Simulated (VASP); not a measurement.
# LiTi12 (a cell with a defect) in VASP: notebook, part 2 of 2

VASP 6.6.1. The steps go on from the part before.

## Step 3: Single point, PBEsol

Input file INCAR:

```
ALGO = Normal
EDIFF = 1E-6
ENCUT = 520
GGA = PS
ISIF = 2
ISMEAR = -1
LASPH = T
LCHARG = F
LREAL = F
LWAVE = F
NBANDS = 86
NELM = 100
PREC = Accurate
SIGMA = 0.05
```

Input file KPOINTS:

```
k-points
0
Gamma
  2 2 2
```

Input file POSCAR:

```
LiTi12
1.0
    5.9000000000      0.0000000000      0.0000000000
   -4.4250000000      7.6643250000      0.0000000000
    0.0000000000      0.0000000000      4.6846000000
Ti Li
12 1
Direct
   -0.0083758429     -0.0041621408     -0.2138923281
    0.2523695493      0.2935548793      0.5394057123
    0.0447882287      0.3948814801     -0.0633138368
    0.1060831073      0.5597492278      0.4313922213
    0.0516617782      0.7120914105     -0.1189429194
    0.1217615162      0.9129701572      0.3145839559
    0.4633144837      0.0122385207     -0.0229261837
    0.6517361008      0.2574786429      0.5364171968
    0.5333892984      0.3726094601      0.0711907100
    0.6755288981      0.5959820336      0.5653204116
    0.5178811222      0.6915025133     -0.0334073347
    0.5197860223      0.8702005721      0.4993809503
    0.8997566270      0.1323534688      0.2463817615
```

Potentials or basis: VASP PAW PBE potentials, release 64 (Ti_sv, Li_sv).

Command:

```sh
> cat potpaw_PBE.64/Ti_sv/POTCAR potpaw_PBE.64/Li_sv/POTCAR > POTCAR
> mpirun -np 1 vasp_std > vasp.out
```

OUTCAR:

```text
EDIFF = 1E-6
   ENCUT = 520
   GGA = PS
   ISIF = 2
   ISMEAR = -1
   LASPH = T
   LREAL = F
   NELM = 100
   PREC = Accurate

 ion  position               nearest neighbor table
   1  0.992  0.996  0.786-   6 2.56   2 2.57  13 2.66   5 2.74  12 2.77   6 2.80   7 2.86  11 2.87

   2  0.252  0.294  0.539-  13 2.30   8 2.53   1 2.57  10 2.59   3 2.62   9 2.62   9 2.88
   3  0.045  0.395  0.937-  13 2.50   2 2.62   4 2.67   4 2.71  11 2.72   8 2.75   5 2.80
   4  0.106  0.560  0.431-   5 2.61  12 2.63   3 2.67   3 2.71   8 2.72  10 2.79
   5  0.052  0.712  0.881-  10 2.43   7 2.59   6 2.59   4 2.61   1 2.74   3 2.80  11 2.87
   6  0.122  0.913  0.315-   7 2.36   1 2.56   5 2.59  12 2.70   1 2.80
   7  0.463  0.012  0.977-   6 2.36  13 2.57   5 2.59  12 2.67   8 2.79  12 2.85   1 2.86
   8  0.652  0.257  0.536-   2 2.53  13 2.61   9 2.64   4 2.72   3 2.75   7 2.79   9 2.92
   9  0.533  0.373  0.071-   2 2.62   8 2.64   2 2.88  10 2.88  11 2.91   8 2.92
  10  0.676  0.596  0.565-   5 2.43  11 2.43   2 2.59   4 2.79   9 2.88
  11  0.518  0.692  0.967-  10 2.43  12 2.70   3 2.72   1 2.87   5 2.87   9 2.91
  12  0.520  0.870  0.499-  13 2.57   4 2.63   7 2.67  11 2.70   6 2.70   1 2.77   7 2.85
  13  0.900  0.132  0.246-   2 2.30   3 2.50  12 2.57   7 2.57   8 2.61   1 2.66

  LATTYP: Found a simple monoclinic cell.
 ALAT       =     5.9000000000
 B/A-ratio  =     0.7940000000
 C/A-ratio  =     1.3228756849
 COS(beta)  =    -0.1889822323

  Lattice vectors:

 A1 = (   5.9000000000,   0.0000000000,   0.0000000000)
 A2 = (   0.0000000000,   0.0000000000,   4.6846000000)
 A3 = (  -1.4750000000,  -7.6643250000,   0.0000000000)

Analysis of symmetry for initial positions (statically):
=====================================================================
 Subroutine PRICEL returns:
 Original cell was already a primitive cell.

 Routine SETGRP: Setting up the symmetry group for a
 simple monoclinic supercell.

 Subroutine GETGRP returns: Found  1 space group operations
 (whereof  1 operations were pure point group operations)
 out of a pool of  4 trial point group operations.

[... 154 lines left out ...]
 NGX is ok and might be reduce to    48
   NGX = 21   NGY = 33   NGZ = 17

 number of electron     147.0000008 magnetization

 Free energy of the ion-electron system (eV)
  ---------------------------------------------------
  ext. energy  EPLUGINS =         0.00000000
  ---------------------------------------------------
  free energy    TOTEN  =       -98.12863219 eV

  energy without entropy =      -97.99037538  energy(sigma->0) =      -98.05950379

 E-fermi :   8.0777     XC(G=0): -11.6036

 val. band max:        8.0484227220   @ k =   0.0000   0.0000   0.0000
 cond. band min:       8.0811758847   @ k =   0.5000   0.0000   0.5000
 fundamental gap:      0.0327531627
 Fermi energy:         8.0777077553

 k-point     1 :       0.0000    0.0000    0.0000
  band No.  band energies     occupation
      1     -48.3663      2.00000
      2     -48.2444      2.00000
      3     -48.1956      2.00000
      4     -48.1763      2.00000
      5     -48.1346      2.00000
      6     -48.0938      2.00000
[... 693 lines left out ...]
     84       9.0333      0.00000
     85       9.1065      0.00000
 [bands above 85 left out]

------------------------ aborting loop because EDIFF is reached ----------------------------------------

  FORCE on cell =-STRESS in cart. coord.  units (eV):
  Direction    XX          YY          ZZ          XY          YZ          ZX
  --------------------------------------------------------------------------------------
  -------------------------------------------------------------------------------------
  Total        0.7483048      1.9917663      8.2057849      0.7624480      0.6238318     -1.3691341
  in kB        5.6596646     15.0643548     62.0629298      5.7666336      4.7182360    -10.3551915
  external PRESSURE =      27.5956497 kB  Pullay stress =       0.0000000 kB

 VOLUME and BASIS-vectors are now :
 -----------------------------------------------------------------------------
  energy-cutoff  :      520.00
  volume of cell :      211.84
      direct lattice vectors                 reciprocal lattice vectors
     5.900000000  0.000000000  0.000000000     0.169491525  0.097855976  0.000000000
    -4.425000000  7.664325000  0.000000000     0.000000000  0.130474634  0.000000000
     0.000000000  0.000000000  4.684600000     0.000000000  0.000000000  0.213465397

 POSITION                                       TOTAL-FORCE (eV/Angst)
 -----------------------------------------------------------------------------------
      1.44400      7.63243      3.68260        -0.229116     -0.150428      0.800406
      0.19000      2.24990      2.52690        -0.260971      0.482425      0.524496
     -1.48310      3.02650      4.38800        -0.590115     -0.291664     -0.128990
     -1.85100      4.29010      2.02090         1.146697     -0.088312     -1.339851
     -2.84620      5.45770      4.12740         0.285704     -0.276846      1.067399
     -3.32150      6.99730      1.47370        -1.027379      0.331462      1.429425
      2.67940      0.09380      4.57720         0.482459      1.218813     -1.477561
      2.70590      1.97340      2.51290         0.255371     -0.565355      0.623855
      1.49820      2.85580      0.33350         0.276118      0.073396     -0.841780
      1.34840      4.56780      2.64830        -0.429284     -0.767871     -1.818548
     -0.00440      5.29990      4.52810        -0.411300      0.532840      1.543358
     -0.78390      6.66950      2.33940         0.441716     -0.106287     -0.030349
      4.72290      1.01440      1.15420         0.060101     -0.392173     -0.351861
 -----------------------------------------------------------------------------------
    total drift:                                0.000460     -0.000081     -0.000115

  FREE ENERGIE OF THE ION-ELECTRON SYSTEM (eV)
  ---------------------------------------------------
  free  energy   TOTEN  =       -98.1286321864 eV

  energy  without entropy=      -97.9903753843  energy(sigma->0) =      -98.05950379
```

OSZICAR:

```text
N       E                     dE             d eps       ncg     rms          rms(c)
DAV:   1     0.219739001521E+04    0.21974E+04   -0.72346E+04  1376   0.215E+03
[... 14 lines left out ...]
DAV:  16    -0.981287965530E+02   -0.29051E-03   -0.38666E-03  1944   0.470E-01    0.143E-01
DAV:  17    -0.981286805605E+02    0.11599E-03   -0.19360E-03  1776   0.371E-01    0.677E-02
DAV:  18    -0.981286714097E+02    0.91508E-05   -0.97956E-04  1968   0.237E-01    0.535E-02
DAV:  19    -0.981286337027E+02    0.37707E-04   -0.35314E-04  1816   0.143E-01    0.246E-02
DAV:  20    -0.981286327075E+02    0.99527E-06   -0.92398E-05  1920   0.748E-02    0.181E-02
DAV:  21    -0.981286322120E+02    0.49546E-06   -0.34806E-05  1824   0.479E-02    0.857E-03
DAV:  22    -0.981286322287E+02   -0.16706E-07   -0.12657E-05  1632   0.293E-02    0.615E-03
DAV:  23    -0.981286321864E+02    0.42332E-07   -0.33292E-06  1152   0.157E-02
   1 F= -.98128632E+02 E0= -.98059504E+02  d E =-.138257E+00
```

stdout:

```text
POSCAR found type information on POSCAR TiLi
 POSCAR found :  2 types and      13 ions
 scaLAPACK will be used
 -----------------------------------------------------------------------------
|                                                                             |
|                                                                             |
|     You enforced a specific xc type in the INCAR file but a different       |
|     I HOPE YOU KNOW WHAT YOU ARE DOING!                                     |
|                                                                             |
 -----------------------------------------------------------------------------

 LDA part: xc-table for (Slater+PW92), standard interpolation
 POSCAR, INCAR and KPOINTS ok, starting setup
 FFT: planning ... GRIDC
 FFT: planning ... GRID_SOFT
 FFT: planning ... GRID
 WAVECAR not read
 entering main loop
```

It took 8.3 min on 1 thread of Intel Xeon 8259CL, shared host; peak memory 0.39 GiB.

Results:

```yaml
Free_energy: -98.1286 eV
Largest_force: 2.020 eV/Å
Band_gap_on_the_k_mesh: zero (an odd number of electrons rules out a gap without spin polarisation)
```

Forces in eV/Å, atoms in the order of the input:
```
Ti  -0.229 -0.150  0.800
Ti  -0.261  0.482  0.524
Ti  -0.590 -0.292 -0.129
Ti   1.147 -0.088 -1.340
Ti   0.286 -0.277  1.067
Ti  -1.027  0.331  1.429
Ti   0.482  1.219 -1.478
Ti   0.255 -0.565  0.624
Ti   0.276  0.073 -0.842
Ti  -0.429 -0.768 -1.819
Ti  -0.411  0.533  1.543
Ti   0.442 -0.106 -0.030
Li   0.060 -0.392 -0.352
```

Caveat: the k points lie up to 0.67 Å⁻¹ apart, too coarse for converged energies and pressures of a metal; the cutoff is under 1.25 times the usual one of these potentials, so pressure, stress and relaxed cells hold a basis-set (Pulay) error; the PAW data sets were made with another functional, which shifts forces and pressure a little.

## Step 4: Single point, PBEsol

Input file INCAR:

```
SYSTEM = LiTi12
PREC     = Accurate       ! precision mode
ENCUT    = 520            ! plane-wave cutoff, eV
EDIFF    = 1E-6           ! SCF threshold, eV
ISMEAR   = -1             ! smearing method
SIGMA    = 0.05           ! smearing width, eV
LREAL    = .FALSE.        ! projectors in reciprocal space
LASPH    = .TRUE.         ! aspherical terms in the spheres
NELM     = 60             ! most SCF steps
ALGO     = Normal         ! electronic algorithm
ISIF     = 2              ! what is computed and relaxed
LWAVE    = .FALSE.        ! write WAVECAR
LCHARG   = .TRUE.         ! write CHGCAR
GGA      = PS             ! functional
LELF     = .TRUE.         ! ELF
LVHAR    = .TRUE.       
NBANDS   = 86             ! bands
```

Input file KPOINTS:

```
regular mesh
0
G
  2 2 2
  0 0 0
```

Input file POSCAR:

```
LiTi12
1.0
    5.9000000000      0.0000000000      0.0000000000
   -4.4250000000      7.6643250000      0.0000000000
    0.0000000000      0.0000000000      4.6846000000
Ti Li
12 1
Direct
    0.0168702929      0.0117818595     -0.1930581053
    0.2800414107      0.3201456097      0.5193826581
   -0.0031510205      0.3539907298     -0.0708491654
    0.1466849434      0.5435573257      0.4480852154
    0.0522854479      0.7176235350     -0.0416257525
    0.0891659695      0.9510687503      0.3171241942
    0.4913443379      0.0554647670     -0.1355291807
    0.6389964327      0.2437918538      0.4563463263
    0.5809405089      0.4014574017     -0.0169704991
    0.7461863349      0.6376947742      0.4392904410
    0.5108155106      0.7024884775     -0.0204286385
    0.5245767699      0.8502379531      0.4344447765
    0.8251341811      0.0961337104      0.2449942364
```

Command:

```sh
> cat potpaw_PBE.64/Ti_sv/POTCAR potpaw_PBE.64/Li_sv/POTCAR > POTCAR
> mpirun -np 1 vasp_std > vasp.out
```

Wall time 8.2 min (1 thread of Intel Xeon 8259CL, shared host); peak memory 0.39 GiB.

The run converged. Its results:

```yaml
Free_energy: -97.5362 eV
Largest_force: 1.933 eV/Å
Band_gap_on_the_k_mesh: zero (an odd number of electrons rules out a gap without spin polarisation)
```

Forces on the atoms (eV/Å):
```
Ti  -1.249  0.227 -0.321
Ti  -0.247 -0.672 -0.958
Ti   0.460  0.721  0.187
Ti  -0.647  0.475 -0.462
Ti   0.734 -0.082 -0.761
Ti   1.617  0.393  0.215
Ti   0.140 -0.660  0.759
Ti  -0.316  1.241 -0.002
Ti  -0.566 -0.486  0.065
Ti  -0.157 -1.111  0.911
Ti   0.722 -0.709 -1.144
Ti  -1.370  0.021  1.363
Li   0.878  0.642  0.149
```

Levels at points of the mesh, in eV from the Fermi level:
```
           k point  band 72  band 73  band 74  band 75  band 76  band 77
(0.00, 0.00, 0.00)    -0.06    -0.02     0.05     0.18     0.19     0.33
(0.50, 0.00, 0.00)    -0.29    -0.21    -0.01     0.17     0.27     0.30
(0.00, 0.50, 0.00)    -0.23    -0.08     0.04     0.19     0.26     0.37
(0.50, 0.50, 0.00)    -0.22    -0.16    -0.05     0.05     0.11     0.22
(0.00, 0.00, 0.50)    -0.21    -0.07     0.12     0.14     0.26     0.29
(0.50, 0.00, 0.50)    -0.24    -0.12    -0.05    -0.01     0.09     0.16
(0.00, 0.50, 0.50)    -0.16    -0.12     0.00     0.16     0.18     0.31
(0.50, 0.50, 0.50)    -0.22    -0.18    -0.05     0.09     0.18     0.23
```

Caveat: the k points lie up to 0.67 Å⁻¹ apart, too coarse for converged energies and pressures of a metal; the cutoff is under 1.25 times the usual one of these potentials, so pressure, stress and relaxed cells hold a basis-set (Pulay) error; the PAW data sets were made with another functional, which shifts forces and pressure a little.

## Step 5: Overview

| cell | gap on the mesh (eV) | largest force (eV/Å) |
| --- | --- | --- |
| as given, atomic positions A | none | 2.10 |
| as given, atomic positions B | none | 2.02 |
| as given, atomic positions C | none | 1.93 |

Alike in all rows: task single point; level PBEsol; potentials or basis VASP PAW PBE potentials, release 64 (Ti_sv, Li_sv); no spin polarisation; k mesh 2 × 2 × 2; cutoff (eV) 520; smearing fermi-dirac 0.05 eV.

Caveats: all runs use coarse meshes; the cutoff is under 1.25 times the usual one of these potentials, so pressure, stress and relaxed cells hold a basis-set (Pulay) error; the PAW data sets were made with another functional, which shifts forces and pressure a little.

Absolute energies hang on the potentials; compare differences alone.
